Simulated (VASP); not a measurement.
# BeTe in VASP: further runs

BeTe is run at these levels: PBEsol; tasks: single point.

All numbers are computed with VASP 6.6.1; they aren't measurements. Logs are shortened: lines on timing, memory, paths and dates and some standing lists are left out, and cuts for length are marked.

**1. The cell of the first run**

The cell holds a wire or tube with vacuum around it, 2 atoms: a = 9.000 Å, b = 9.300 Å, c = 4.369 Å, α = 90.00°, β = 90.00°, γ = 90.00°.

**2. Single point, PBEsol, collinear spin**

INCAR

```
SYSTEM = BeTe
ALGO = Normal ; EDIFF = 1E-7
ENCUT = 520 ; GGA = PS
ISIF = 2 ; ISMEAR = 0
ISPIN = 2 ; LASPH = .TRUE.
LCHARG = .FALSE. ; LORBIT = 11
LREAL = .FALSE. ; LWAVE = .FALSE.
MAGMOM = 0.5 0.5 ; NBANDS = 15
NELM = 150 ; PREC = Accurate
SIGMA = 0.05
```

KPOINTS

```
k-points
0
G
  1 1 15
  0 0 0
```

POSCAR

```
BeTe
1.0
    9.0000000000      0.0000000000      0.0000000000
    0.0000000000      9.3000000000      0.0000000000
    0.0000000000      0.0000000000      4.3692314305
Be Te
1 1
Direct
    0.5000000000      0.5000000000      0.0000000000
    0.5000000000      0.5000000000      0.4650000000
```

Potentials or basis: VASP PAW PBE potentials, release 64 (Be, Te).

Run with:

```sh
cat potpaw_PBE.64/Be/POTCAR potpaw_PBE.64/Te/POTCAR > POTCAR
mpirun -np 1 vasp_std > vasp.out
```

OUTCAR:

```text
SYSTEM = BeTe
   EDIFF = 1E-7
   ENCUT = 520
   GGA = PS
   ISIF = 2
   ISMEAR = 0
   ISPIN = 2
   LASPH = .TRUE.
   LORBIT = 11
   LREAL = .FALSE.
   NELM = 150
   PREC = Accurate

 ion  position               nearest neighbor table
   1  0.500  0.500  0.000-   2 2.03   2 2.34
   2  0.500  0.500  0.465-   1 2.03   1 2.34

  LATTYP: Found a simple orthorhombic cell.
 ALAT       =     4.3692314305
 B/A-ratio  =     2.0598588432
 C/A-ratio  =     2.1285208046

  Lattice vectors:

 A1 = (   0.0000000000,   0.0000000000,   4.3692314305)
 A2 = (   9.0000000000,   0.0000000000,   0.0000000000)
 A3 = (   0.0000000000,   9.3000000000,   0.0000000000)

Analysis of symmetry for initial positions (statically):
=====================================================================
 Subroutine PRICEL returns:
 Original cell was already a primitive cell.

 Routine SETGRP: Setting up the symmetry group for a
 simple orthorhombic supercell.

 Subroutine GETGRP returns: Found  4 space group operations
 (whereof  4 operations were pure point group operations)
 out of a pool of  8 trial point group operations.

The static configuration has the point symmetry C_2v.

Analysis of symmetry for dynamics (positions and initial velocities):
=====================================================================
 Subroutine PRICEL returns:
 Original cell was already a primitive cell.

 Routine SETGRP: Setting up the symmetry group for a
 simple orthorhombic supercell.

 Subroutine GETGRP returns: Found  4 space group operations
 (whereof  4 operations were pure point group operations)
 out of a pool of  8 trial point group operations.

The dynamic configuration has the point symmetry C_2v.

Analysis of structural, dynamic, and magnetic symmetry:
=====================================================================
 Subroutine PRICEL returns:
 Original cell was already a primitive cell.

 Routine SETGRP: Setting up the symmetry group for a
 simple orthorhombic supercell.

 Subroutine GETGRP returns: Found  4 space group operations
 (whereof  4 operations were pure point group operations)
 out of a pool of  8 trial point group operations.

The overall configuration has the point symmetry C_2v.

 Subroutine INISYM returns: Found  4 space group operations
 (whereof  4 operations are pure point group operations),
 and found     1 'primitive' translations

----------------------------------------------------------------------------------------

                                     Primitive cell

  volume of cell :     365.7047

  direct lattice vectors                    reciprocal lattice vectors
     9.000000000  0.000000000  0.000000000     0.111111111  0.000000000  0.000000000
     0.000000000  9.300000000  0.000000000     0.000000000  0.107526882  0.000000000
     0.000000000  0.000000000  4.369231431     0.000000000  0.000000000  0.228873205

  length of vectors
     9.000000000  9.300000000  4.369231431     0.111111111  0.107526882  0.228873205

  position of ions in fractional coordinates (direct lattice)
     0.500000000  0.500000000  0.000000000
     0.500000000  0.500000000  0.465000000

  ion indices of the primitive-cell ions
   primitive index   ion index
                 1           1
                 2           2

----------------------------------------------------------------------------------------

 KPOINTS: k-points

Automatic generation of k-mesh.
 Grid dimensions read from file:
 generate k-points for:    1    1   15

 Generating k-lattice:

  Cartesian coordinates                     Fractional coordinates (reciprocal lattice)
     0.111111111  0.000000000  0.000000000     1.000000000  0.000000000  0.000000000
     0.000000000  0.107526882  0.000000000     0.000000000  1.000000000  0.000000000
     0.000000000  0.000000000  0.015258214     0.000000000  0.000000000  0.066666667

  Length of vectors
     0.111111111  0.107526882  0.015258214

  Shift w.r.t. Gamma in fractional coordinates (k-lattice)
     0.000000000  0.000000000  0.000000000

 Subroutine IBZKPT returns following result:
 ===========================================

 Found      8 irreducible k-points:

 Following reciprocal coordinates:
            Coordinates               Weight
  0.000000  0.000000  0.000000      1.000000
  0.000000  0.000000  0.066667      2.000000
  0.000000  0.000000  0.133333      2.000000
  0.000000  0.000000  0.200000      2.000000
  0.000000  0.000000  0.266667      2.000000
  0.000000  0.000000  0.333333      2.000000
  0.000000  0.000000  0.400000      2.000000
  0.000000  0.000000  0.466667      2.000000
   k-points           NKPTS =      8   k-points in BZ     NKDIM =      8   number of bands    NBANDS=     15
   number of dos      NEDOS =    301   number of ions     NIONS =      2
   total plane-waves  NPLWV = 156800
   dimension x,y,z NGX =    70 NGY =   70 NGZ =   32
   dimension x,y,z NGXF=   140 NGYF=  140 NGZF=   64
   ions per type =               1   1
   NGX,Y,Z   is equivalent  to a cutoff of  12.93, 12.51, 12.18 a.u.
   NGXF,Y,Z  is equivalent  to a cutoff of  25.86, 25.03, 24.35 a.u.
 SYSTEM =  BeTe
   PREC   = accura    normal or accurate (medium, high low for compatibility)
   ISTART =      0    job   : 0-new  1-cont  2-samecut
   ICHARG =      2    charge: 1-file 2-atom 10-const
   ISPIN  =      2    spin polarized calculation?
   LNONCOLLINEAR =      F non collinear calculations
   LSORBIT =      F    spin-orbit coupling
   LASPH  =      T    aspherical Exc in radial PAW
   ENCUT  =  520.0 eV  38.22 Ry    6.18 a.u.  16.73 17.29  8.12*2*pi/ulx,y,z
   NELM   =    150;   NELMIN=  2; NELMDL= -5     # of ELM steps
   EDIFF  = 0.1E-06   stopping-criterion for ELM
   LREAL  =      F    real-space projection
   EDIFFG = 0.1E-05   stopping-criterion for IOM
   NSW    =      0    number of steps for IOM
   IBRION =     -1    ionic relax: 0-MD 1-quasi-New 2-CG
   NFREE  =      0    steps in history (QN), initial steepest desc. (CG)
   ISIF   =      2    stress and relaxation
   ISYM   =      2    0-nonsym 1-usesym 2-fastsym
   POTIM  = 0.5000    time-step for ionic-motion
   TEBEG  =    0.0;   TEEND  =   0.0 temperature during run
   PSTRESS=    0.0 pullay stress
   NELECT =       8.0000    total number of electrons
   NUPDOWN=      -1.0000    fix difference up-down
   EMIN   =  10.00;   EMAX   =-10.00  energy-range for DOS
   EFERMI =   0.00;   METHOD = LEGACY
   ISMEAR =     0;   SIGMA  =   0.05  broadening in eV -4-tet -1-fermi 0-gaus
   EFERMI_NEDOS =   21; number of points for ismear=-14 and -15
   IALGO  =     38    algorithm
   IMIX   =      4    mixing-type and parameters
     AMIX     =   0.40;   BMIX     =  1.00
     AMIX_MAG =   1.60;   BMIX_MAG =  1.00
  volume/ion in A,a.u.               =     182.85      1233.95
  Fermi-wavevector in a.u.,A,eV,Ry     =   0.457855  0.865221  2.852206  0.209631
  Thomas-Fermi vector in A             =   1.442839
   LORBIT       =     11    0 simple, 1 ext, 2 COOP (PROOUT), +10 PAW based schemes
   GGA     = PS    functional components
   LHFCALC =     F    Hartree Fock is set to
   AEXX    =    0.0000 exact exchange contribution
   IVDW    =     0    specifies the selected vdW correction
   LEPSILON=     F    determine dielectric tensor
   LRPA    =     F    only Hartree local field effects (RPA)
 spin polarized calculation
 Gauss-broadening in eV      SIGMA  =   0.05
  energy-cutoff  :      520.00
  volume of cell :      365.70
 maximum number of plane-waves:      9882
 NGX is ok and might be reduce to    70

 number of electron       8.0000000 magnetization       0.0000023

 number of electron       8.0000000 magnetization      -0.0000000

 Free energy of the ion-electron system (eV)
  ---------------------------------------------------
  ext. energy  EPLUGINS =         0.00000000
  ---------------------------------------------------
  free energy    TOTEN  =        -5.80015879 eV

  energy without entropy =       -5.80015879  energy(sigma->0) =       -5.80015879

 E-fermi :  -4.4125     XC(G=0):  -2.2031

 val. band max:       -4.6977331352   @ k =   0.0000   0.0000   0.4667
 cond. band min:      -2.1994737805   @ k =   0.0000   0.0000   0.0000
 fundamental gap:      2.4982593547
 Fermi energy:        -4.4125220339

 spin component 1

 k-point     1 :       0.0000    0.0000    0.0000
  band No.  band energies     occupation
      1     -14.6642      1.00000
      2      -7.5356      1.00000
      3      -5.6620      1.00000
      4      -5.6613      1.00000
      5      -2.1995      0.00000
      6       0.2838      0.00000
      7       1.4244      0.00000
      8       1.4796      0.00000
      9       1.4847      0.00000
     10       2.1318      0.00000
     11       2.2888      0.00000
     12       2.4152      0.00000
     13       2.8195      0.00000
     14       4.1593      0.00000
     15       4.2339      0.00000
[... 109 lines left out ...]
 k-point     8 :       0.0000    0.0000    0.4667
  band No.  band energies     occupation
      1     -14.5022      1.00000
      2      -8.7786      1.00000
      3      -4.6983      1.00000
      4      -4.6977      1.00000
      5      -1.8480      0.00000
      6      -1.8464      0.00000
      7       1.3389      0.00000
      8       1.9766      0.00000
      9       2.8820      0.00000
     10       3.0534      0.00000
     11       3.6598      0.00000
     12       3.7092      0.00000
     13       3.9826      0.00000
     14       4.1139      0.00000
     15       4.2438      0.00000
 Fermi energy:        -4.4125220339

 spin component 2

 k-point     1 :       0.0000    0.0000    0.0000
  band No.  band energies     occupation
      1     -14.6642      1.00000
      2      -7.5356      1.00000
      3      -5.6620      1.00000
      4      -5.6613      1.00000
      5      -2.1995      0.00000
      6       0.2831      0.00000
      7       1.4239      0.00000
      8       1.4796      0.00000
      9       1.4847      0.00000
     10       2.1318      0.00000
     11       2.2884      0.00000
     12       2.4149      0.00000
     13       2.8154      0.00000
     14       4.1588      0.00000
     15       4.2336      0.00000
[... 109 lines left out ...]
 k-point     8 :       0.0000    0.0000    0.4667
  band No.  band energies     occupation
      1     -14.5022      1.00000
      2      -8.7786      1.00000
      3      -4.6983      1.00000
      4      -4.6977      1.00000
      5      -1.8480      0.00000
      6      -1.8463      0.00000
      7       1.3387      0.00000
      8       1.9760      0.00000
      9       2.8812      0.00000
     10       3.0530      0.00000
     11       3.6598      0.00000
     12       3.7087      0.00000
     13       3.9822      0.00000
     14       4.1136      0.00000
     15       4.2408      0.00000

------------------------ aborting loop because EDIFF is reached ----------------------------------------

  FORCE on cell =-STRESS in cart. coord.  units (eV):
  Direction    XX          YY          ZZ          XY          YZ          ZX
  --------------------------------------------------------------------------------------
  -------------------------------------------------------------------------------------
  Total        0.0333386      0.0225404      0.0875203      0.0000000      0.0000000      0.0000000
  in kB        0.1460587      0.0987511      0.3834322      0.0000000      0.0000000      0.0000000
  external PRESSURE =       0.2094140 kB  Pullay stress =       0.0000000 kB

 VOLUME and BASIS-vectors are now :
 -----------------------------------------------------------------------------
  energy-cutoff  :      520.00
  volume of cell :      365.70
      direct lattice vectors                 reciprocal lattice vectors
     9.000000000  0.000000000  0.000000000     0.111111111  0.000000000  0.000000000
     0.000000000  9.300000000  0.000000000     0.000000000  0.107526882  0.000000000
     0.000000000  0.000000000  4.369231431     0.000000000  0.000000000  0.228873205

 POSITION                                       TOTAL-FORCE (eV/Angst)
 -----------------------------------------------------------------------------------
      4.50000      4.65000      0.00000         0.000000      0.000000     -2.735007
      4.50000      4.65000      2.03169         0.000000      0.000000      2.735007
 -----------------------------------------------------------------------------------
    total drift:                               -0.000000      0.000000     -0.000070

  FREE ENERGIE OF THE ION-ELECTRON SYSTEM (eV)
  ---------------------------------------------------
  free  energy   TOTEN  =        -5.8001587928 eV

  energy  without entropy=       -5.8001587928  energy(sigma->0) =       -5.80015879

 total charge

# of ion       s       p       d       tot
------------------------------------------
    1        0.392   0.536   0.000   0.928
    2        1.314   2.214   0.008   3.536
--------------------------------------------------
tot          1.705   2.751   0.008   4.464

 magnetization (x)

# of ion       s       p       d       tot
------------------------------------------
    1       -0.000  -0.000   0.000  -0.000
    2        0.000   0.000   0.000   0.000
--------------------------------------------------
tot         -0.000  -0.000   0.000  -0.000
```

It took 3.8 min on 1 thread of Intel Xeon 8259CL, shared host; peak memory 0.54 GiB.

What came out:

| Item | Value |
| --- | --- |
| Free energy | -5.8002 eV |
| Largest force | 2.735 eV/Å |
| Band gap on the k mesh | 2.50 eV (least direct gap 2.85 eV) |
| Net moment | 0.00 μB per cell |
| Valence electrons inside the program's atomic spheres | Be 0.93; Te 3.54 |

Forces on the atoms (eV/Å):
```
Be   0.000  0.000 -2.735
Te   0.000  0.000  2.735
```

Caveat: the PAW data sets were made with another functional, which shifts forces and pressure a little; spin-orbit coupling is left out, which moves the levels of the heavy elements.

**3. Single point, PBEsol, collinear spin**

This run uses another cell than the first one, of the same volume but with other edges.

INCAR

```
SYSTEM = BeTe
  PREC = Accurate
  ENCUT = 520
  EDIFF = 1E-7
  ISMEAR = 0
  SIGMA = 0.05
  LREAL = .FALSE.
  LASPH = .TRUE.
  NELM = 150
  ALGO = Normal
  ISIF = 2
  LWAVE = .FALSE.
  LCHARG = .FALSE.
  ISPIN = 2
  MAGMOM = 0.5 0.5
  LORBIT = 11
  GGA = PS
  NBANDS = 15
```

KPOINTS

```
regular mesh
0
G
  1 1 16
  0 0 0
```

POSCAR

```
BeTe
1.0
   10.0000000000      0.0000000000      0.0000000000
    0.0000000000      9.3000000000      0.0000000000
    0.0000000000      0.0000000000      3.9323082874
Be Te
1 1
Direct
    0.4508461464      0.5000000000      0.0000000000
    0.5491538536      0.5000000000      0.5000000000
```

Potentials or basis: VASP PAW PBE potentials, release 64 (Be, Te).

Run with:

```sh
cat potpaw_PBE.64/Be/POTCAR potpaw_PBE.64/Te/POTCAR > POTCAR
mpirun -np 1 vasp_std > vasp.out
```

Wall time 5.2 min (1 thread of Intel Xeon 8259CL, shared host); peak memory 0.58 GiB.

It converged, with:

```yaml
Free_energy: -6.2224 eV
Largest_force: 0.037 eV/Å
Band_gap_on_the_k_mesh: 1.95 eV
Net_moment: 0.00 μB per cell
Valence_electrons_inside_the_program's_atomic_spheres: Be 0.94; Te 3.51
```

Forces on the atoms (eV/Å):
```
Be   0.037  0.000  0.000
Te  -0.037  0.000  0.000
```

Levels at points of the mesh, in eV from the valence-band top:
Spin up:
```
           k point  band 1  band 2  band 3  band 4  band 5  band 6  band 7  band 8  band 9
(0.00, 0.00, 0.00)  -10.34   -1.81   -1.59   -1.28    2.86    3.96    4.69    5.02    5.79
(0.00, 0.00, 0.50)   -9.78   -4.37   -1.02    0.00    1.95    2.69    6.22    6.57    7.38
```
Spin down:
| k point | band 1 | band 2 | band 3 | band 4 | band 5 | band 6 | band 7 | band 8 | band 9 |
| --- | --- | --- | --- | --- | --- | --- | --- | --- | --- |
| (0.00, 0.00, 0.00) | -10.34 | -1.81 | -1.59 | -1.28 | 2.86 | 3.96 | 4.69 | 5.02 | 5.79 |
| (0.00, 0.00, 0.50) | -9.78 | -4.37 | -1.02 | 0.00 | 1.95 | 2.69 | 6.22 | 6.57 | 7.38 |

Caveat: the PAW data sets were made with another functional, which shifts forces and pressure a little; spin-orbit coupling is left out, which moves the levels of the heavy elements.

(Continued in part 2 of 2.)

The gap in the log of VASP goes by the Fermi energy; the results here count the filled bands.